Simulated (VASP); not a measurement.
# Te2Mo in VASP: single point with PBE+D3(BJ)

Aim: the single point of Te2Mo with PBE+D3(BJ).

Everything below comes from runs of VASP 6.6.1. Logs are shortened: lines on timing, memory, paths and dates and some standing lists are left out, and cuts for length are marked.

## Step 1: The cell of the first run

The cell holds a slab with vacuum, 12 atoms: a = 7.018 Å, b = 7.018 Å, c = 17.515 Å, α = 90.00°, β = 90.00°, γ = 120.00°.

## Step 2: Single point, PBE+D3(BJ)

File INCAR:

```
PREC     = Accurate       # precision mode
ENCUT    = 520            # plane-wave cutoff, eV
EDIFF    = 1E-7           # SCF threshold, eV
ISMEAR   = 0              # smearing method
SIGMA    = 0.1            # smearing width, eV
LREAL    = F              # projectors in reciprocal space
LASPH    = T              # aspherical terms in the spheres
NELM     = 80             # most SCF steps
ALGO     = Normal         # electronic algorithm
ISIF     = 2              # what is computed and relaxed
LWAVE    = F              # write WAVECAR
LCHARG   = F              # write CHGCAR
GGA      = PE             # functional
IVDW     = 12             # dispersion correction
NBANDS   = 64             # bands
KPAR     = 4
```

File KPOINTS:

```
regular mesh
0
Gamma
  6 6 4
```

File POSCAR:

```
Te2Mo
1.0
    7.0182691823      0.0000000000      0.0000000000
   -3.5091345911      6.0779994024      0.0000000000
    0.0000000000      0.0000000000     17.5148204021
Te Mo
8 4
Direct
    0.1666666667      0.3333333333      0.8964393082
    0.1666666667      0.8333333333      0.8964393082
    0.6666666667      0.3333333333      0.8964393082
    0.6666666667      0.8333333333      0.8964393082
    0.1666666667      0.3333333333      0.1035606918
    0.1666666667      0.8333333333      0.1035606918
    0.6666666667      0.3333333333      0.1035606918
    0.6666666667      0.8333333333      0.1035606918
    0.0000000000      0.0000000000      0.0000000000
    0.0000000000      0.5000000000      0.0000000000
    0.5000000000      0.0000000000      0.0000000000
    0.5000000000      0.5000000000      0.0000000000
```

Potentials or basis: VASP PAW PBE potentials, release 64 (Te, Mo_sv).

The run is started by

```bash
$ cat potpaw_PBE.64/Te/POTCAR potpaw_PBE.64/Mo_sv/POTCAR > POTCAR
$ mpirun -np 4 vasp_std > vasp.out
```

OUTCAR:

```text
PREC = Accurate
   ENCUT = 520
   EDIFF = 1E-7
   ISMEAR = 0
   LREAL = F
   LASPH = T
   NELM = 80
   ISIF = 2
   GGA = PE
   IVDW = 12
 IVDW          = 12

 ion  position               nearest neighbor table
   1  0.167  0.333  0.896-   9 2.72  12 2.72  10 2.72   2 3.51   2 3.51   4 3.51   4 3.51   3 3.51
                             3 3.51   5 3.63
   2  0.167  0.833  0.896-  10 2.72  11 2.72   9 2.72   1 3.51   1 3.51   3 3.51   3 3.51   4 3.51
                             4 3.51   6 3.63
   3  0.667  0.333  0.896-  11 2.72  10 2.72  12 2.72   4 3.51   4 3.51   2 3.51   2 3.51   1 3.51
                             1 3.51   7 3.63
   4  0.667  0.833  0.896-  12 2.72   9 2.72  11 2.72   3 3.51   3 3.51   1 3.51   1 3.51   2 3.51
                             2 3.51   8 3.63
   5  0.167  0.333  0.104-   9 2.72  12 2.72  10 2.72   6 3.51   6 3.51   8 3.51   8 3.51   7 3.51
                             7 3.51   1 3.63
   6  0.167  0.833  0.104-  10 2.72  11 2.72   9 2.72   5 3.51   5 3.51   7 3.51   7 3.51   8 3.51
                             8 3.51   2 3.63
   7  0.667  0.333  0.104-  11 2.72  10 2.72  12 2.72   8 3.51   8 3.51   6 3.51   6 3.51   5 3.51
                             5 3.51   3 3.63
   8  0.667  0.833  0.104-  12 2.72   9 2.72  11 2.72   7 3.51   7 3.51   5 3.51   5 3.51   6 3.51
                             6 3.51   4 3.63
   9  0.000  0.000  0.000-   1 2.72   5 2.72   4 2.72   8 2.72   6 2.72   2 2.72
  10  0.000  0.500  0.000-   2 2.72   6 2.72   3 2.72   7 2.72   1 2.72   5 2.72
  11  0.500  0.000  0.000-   3 2.72   7 2.72   6 2.72   2 2.72   4 2.72   8 2.72
  12  0.500  0.500  0.000-   4 2.72   8 2.72   5 2.72   1 2.72   7 2.72   3 2.72

  LATTYP: Found a hexagonal cell.
 ALAT       =     7.0182691823
 C/A-ratio  =     2.4956039655

  Lattice vectors:

 A1 = (   7.0182691823,   0.0000000000,   0.0000000000)
 A2 = (  -3.5091345911,   6.0779994024,   0.0000000000)
 A3 = (   0.0000000000,   0.0000000000,  17.5148204021)

Analysis of symmetry for initial positions (statically):
=====================================================================
 Subroutine PRICEL returns following result:

  LATTYP: Found a hexagonal cell.
 ALAT       =     3.5091345912
 C/A-ratio  =     4.9912079309

  Lattice vectors:

 A1 = (   3.5091345912,   0.0000000000,   0.0000000000)
 A2 = (  -1.7545672956,   3.0389997012,   0.0000000000)
 A3 = (   0.0000000000,   0.0000000000,  17.5148204021)

   4 primitive cells build up your supercell.

 Routine SETGRP: Setting up the symmetry group for a
 hexagonal supercell.

 Subroutine GETGRP returns: Found 12 space group operations
 (whereof 12 operations were pure point group operations)
 out of a pool of 24 trial point group operations.

The static configuration has the point symmetry D_3h.

Analysis of symmetry for dynamics (positions and initial velocities):
=====================================================================
 Subroutine PRICEL returns following result:

  LATTYP: Found a hexagonal cell.
 ALAT       =     3.5091345912
 C/A-ratio  =     4.9912079309

  Lattice vectors:

 A1 = (   3.5091345912,   0.0000000000,   0.0000000000)
 A2 = (  -1.7545672956,   3.0389997012,   0.0000000000)
 A3 = (   0.0000000000,   0.0000000000,  17.5148204021)

   4 primitive cells build up your supercell.

 Routine SETGRP: Setting up the symmetry group for a
 hexagonal supercell.

 Subroutine GETGRP returns: Found 12 space group operations
 (whereof 12 operations were pure point group operations)
 out of a pool of 24 trial point group operations.

The dynamic configuration has the point symmetry D_3h.

 Subroutine INISYM returns: Found 12 space group operations
 (whereof 12 operations are pure point group operations),
 and found     4 'primitive' translations

----------------------------------------------------------------------------------------

                                     Primitive cell

  volume of cell :     186.7826

  direct lattice vectors                    reciprocal lattice vectors
     3.509134591  0.000000000  0.000000000     0.284970546  0.164527821  0.000000000
    -1.754567296  3.038999701  0.000000000     0.000000000  0.329055643  0.000000000
     0.000000000  0.000000000 17.514820402     0.000000000  0.000000000  0.057094505

  length of vectors
     3.509134591  3.509134591 17.514820402     0.329055643  0.329055643  0.057094505

  position of ions in fractional coordinates (direct lattice)
     0.333333333  0.666666667  0.896439308
     0.333333333  0.666666667  0.103560692
     1.000000000  1.000000000  0.000000000

  ion indices of the primitive-cell ions
   primitive index   ion index
                 1           1
                 2           5
                 3          10

----------------------------------------------------------------------------------------

 KPOINTS: regular mesh

Automatic generation of k-mesh.
 Grid dimensions read from file:
 generate k-points for:    6    6    4

 Generating k-lattice:

  Cartesian coordinates                     Fractional coordinates (reciprocal lattice)
     0.023747545  0.013710652  0.000000000     0.166666667  0.000000000  0.000000000
     0.000000000  0.027421304  0.000000000     0.000000000  0.166666667  0.000000000
     0.000000000  0.000000000  0.014273626     0.000000000  0.000000000  0.250000000

  Length of vectors
     0.027421304  0.027421304  0.014273626

  Shift w.r.t. Gamma in fractional coordinates (k-lattice)
     0.000000000  0.000000000  0.000000000

 Subroutine IBZKPT returns following result:
 ===========================================

 Found     21 irreducible k-points:

 Following reciprocal coordinates:
            Coordinates               Weight
  0.000000  0.000000  0.000000      1.000000
  0.166667 -0.000000  0.000000      6.000000
  0.333333 -0.000000  0.000000      6.000000
  0.500000 -0.000000  0.000000      3.000000
  0.166667  0.166667  0.000000      6.000000
  0.333333  0.166667  0.000000     12.000000
[... 13 lines left out ...]
  0.333333  0.166667  0.500000     12.000000
  0.333333  0.333333  0.500000      2.000000
   k-points           NKPTS =     21   k-points in BZ     NKDIM =     21   number of bands    NBANDS=     64
   number of dos      NEDOS =    301   number of ions     NIONS =     12
   total plane-waves  NPLWV = 408240
   dimension x,y,z NGX =    54 NGY =   54 NGZ =  140
   dimension x,y,z NGXF=   108 NGYF=  108 NGZF=  280
   ions per type =               8   4
   NGX,Y,Z   is equivalent  to a cutoff of  12.79, 12.79, 13.29 a.u.
   NGXF,Y,Z  is equivalent  to a cutoff of  25.58, 25.58, 26.58 a.u.
 SYSTEM =  unknown system
   PREC   = accura    normal or accurate (medium, high low for compatibility)
   ISTART =      0    job   : 0-new  1-cont  2-samecut
   ICHARG =      2    charge: 1-file 2-atom 10-const
   ISPIN  =      1    spin polarized calculation?
   LNONCOLLINEAR =      F non collinear calculations
   LSORBIT =      F    spin-orbit coupling
   LASPH  =      T    aspherical Exc in radial PAW
   ENCUT  =  520.0 eV  38.22 Ry    6.18 a.u.  13.05 13.05 32.57*2*pi/ulx,y,z
   NELM   =     80;   NELMIN=  2; NELMDL= -5     # of ELM steps
   EDIFF  = 0.1E-06   stopping-criterion for ELM
   LREAL  =      F    real-space projection
   EDIFFG = 0.1E-05   stopping-criterion for IOM
   NSW    =      0    number of steps for IOM
   IBRION =     -1    ionic relax: 0-MD 1-quasi-New 2-CG
   NFREE  =      0    steps in history (QN), initial steepest desc. (CG)
   ISIF   =      2    stress and relaxation
   ISYM   =      2    0-nonsym 1-usesym 2-fastsym
   POTIM  = 0.5000    time-step for ionic-motion
   TEBEG  =    0.0;   TEEND  =   0.0 temperature during run
   PSTRESS=    0.0 pullay stress
   NELECT =     104.0000    total number of electrons
   NUPDOWN=      -1.0000    fix difference up-down
   EMIN   =  10.00;   EMAX   =-10.00  energy-range for DOS
   EFERMI =   0.00;   METHOD = LEGACY
   ISMEAR =     0;   SIGMA  =   0.10  broadening in eV -4-tet -1-fermi 0-gaus
   EFERMI_NEDOS =   21; number of points for ismear=-14 and -15
   IALGO  =     38    algorithm
   IMIX   =      4    mixing-type and parameters
     AMIX     =   0.40;   BMIX     =  1.00
     AMIX_MAG =   1.60;   BMIX_MAG =  1.00
  volume/ion in A,a.u.               =      62.26       420.16
  Fermi-wavevector in a.u.,A,eV,Ry     =   0.848439  1.603317  9.794131  0.719848
  Thomas-Fermi vector in A             =   1.964102
   LORBIT       =      0    0 simple, 1 ext, 2 COOP (PROOUT), +10 PAW based schemes
   GGA     = PE    functional components
   LHFCALC =     F    Hartree Fock is set to
   AEXX    =    0.0000 exact exchange contribution
   IVDW    =    12    specifies the selected vdW correction
   LEPSILON=     F    determine dielectric tensor
   LRPA    =     F    only Hartree local field effects (RPA)
 non-spin polarized calculation
 Gauss-broadening in eV      SIGMA  =   0.10
  energy-cutoff  :      520.00
  volume of cell :      747.13
 maximum number of plane-waves:     20178
 NGX is ok and might be reduce to    54
   NGX = 27   NGY = 27   NGZ = 65

 number of electron     104.0000006 magnetization

 Free energy of the ion-electron system (eV)
  ---------------------------------------------------
  ext. energy  EPLUGINS =         0.00000000
  ---------------------------------------------------
  free energy    TOTEN  =       -72.04533158 eV

  energy without entropy =      -72.04533158  energy(sigma->0) =      -72.04533158

 E-fermi :   0.9024     XC(G=0):  -4.8146

 val. band max:        0.3075809719   @ k =   0.3333   0.3333   0.0000
 cond. band min:       1.4821901364   @ k =   0.3333   0.3333   0.2500
 fundamental gap:      1.1746091645
 Fermi energy:         0.9024095171

 k-point     1 :       0.0000    0.0000    0.0000
  band No.  band energies     occupation
      1     -60.3475      2.00000
      2     -60.3374      2.00000
      3     -60.3374      2.00000
      4     -60.3374      2.00000
      5     -34.5208      2.00000
      6     -34.5149      2.00000
[... 1396 lines left out ...]
     63       2.3076      0.00000
     64       2.9098      0.00000

------------------------ aborting loop because EDIFF is reached ----------------------------------------

 Edisp (eV)   -4.81230

 E8    (eV) :    -2.3361

  FORCE on cell =-STRESS in cart. coord.  units (eV):
  Direction    XX          YY          ZZ          XY          YZ          ZX
  --------------------------------------------------------------------------------------
  -------------------------------------------------------------------------------------
  Total      -0.36960    -0.36960     0.29356    -0.00000    -0.00000    -0.00000
  in kB      -0.79258    -0.79258     0.62952    -0.00000    -0.00000    -0.00000
  external pressure =       -0.32 kB  Pullay stress =        0.00 kB

 VOLUME and BASIS-vectors are now :
 -----------------------------------------------------------------------------
  energy-cutoff  :      520.00
  volume of cell :      747.13
      direct lattice vectors                 reciprocal lattice vectors
     7.018269182  0.000000000  0.000000000     0.142485273  0.082263911  0.000000000
    -3.509134591  6.077999402  0.000000000     0.000000000  0.164527821  0.000000000
     0.000000000  0.000000000 17.514820402     0.000000000  0.000000000  0.057094505

 POSITION                                       TOTAL-FORCE (eV/Angst)
 -----------------------------------------------------------------------------------
      0.00000      2.02600     15.70097        -0.000000     -0.000000     -0.029241
     -1.75457      5.06500     15.70097         0.000000      0.000000     -0.029241
      3.50913      2.02600     15.70097        -0.000000     -0.000000     -0.029241
      1.75457      5.06500     15.70097        -0.000000      0.000000     -0.029241
      0.00000      2.02600      1.81385        -0.000000      0.000000      0.029241
     -1.75457      5.06500      1.81385         0.000000      0.000000      0.029241
      3.50913      2.02600      1.81385        -0.000000     -0.000000      0.029241
      1.75457      5.06500      1.81385        -0.000000     -0.000000      0.029241
      0.00000      0.00000      0.00000         0.000000      0.000000     -0.000000
     -1.75457      3.03900      0.00000         0.000000     -0.000000     -0.000000
      3.50913      0.00000      0.00000         0.000000      0.000000     -0.000000
      1.75457      3.03900      0.00000         0.000000     -0.000000     -0.000000
 -----------------------------------------------------------------------------------
    total drift:                               -0.000000      0.000000      0.000000

  FREE ENERGIE OF THE ION-ELECTRON SYSTEM (eV)
  ---------------------------------------------------
  free  energy   TOTEN  =       -76.8576287376 eV

  energy  without entropy=      -76.8576287376  energy(sigma->0) =      -76.85762874
```

Run time: 25 min. Hardware: 4 MPI ranks of AMD EPYC, shared host; peak memory 1.3 GiB.

Results:

```yaml
Free_energy: -76.8576 eV
Largest_force: 0.029 eV/Å
Band_gap_on_the_k_mesh: 1.17 eV
Dispersion_energy_per_atom: -0.401 eV
```

Forces on the atoms (eV/Å):
```
Te   0.000  0.000 -0.029
Te   0.000  0.000 -0.029
Te   0.000  0.000 -0.029
Te   0.000  0.000 -0.029
Te   0.000  0.000  0.029
Te   0.000  0.000  0.029
Te   0.000  0.000  0.029
Te   0.000  0.000  0.029
Mo   0.000  0.000  0.000
Mo   0.000  0.000  0.000
Mo   0.000  0.000  0.000
Mo   0.000  0.000  0.000
```

Levels at points of the mesh, in eV from the valence-band top:
```tsv
k point	band 49	band 50	band 51	band 52	band 53	band 54	band 55	band 56
(0.00, 0.00, 0.00)	-0.56	-0.22	-0.22	-0.22	1.49	1.49	1.49	1.80
(0.50, 0.00, 0.00)	-0.83	-0.83	-0.31	-0.31	1.46	1.46	1.50	1.50
(0.00, 0.00, 0.50)	-0.56	-0.22	-0.22	-0.22	1.49	1.49	1.49	1.80
(0.50, 0.00, 0.50)	-0.83	-0.83	-0.31	-0.31	1.46	1.46	1.50	1.50
```

Caveat: spin-orbit coupling is left out, which moves the levels of the heavy elements.
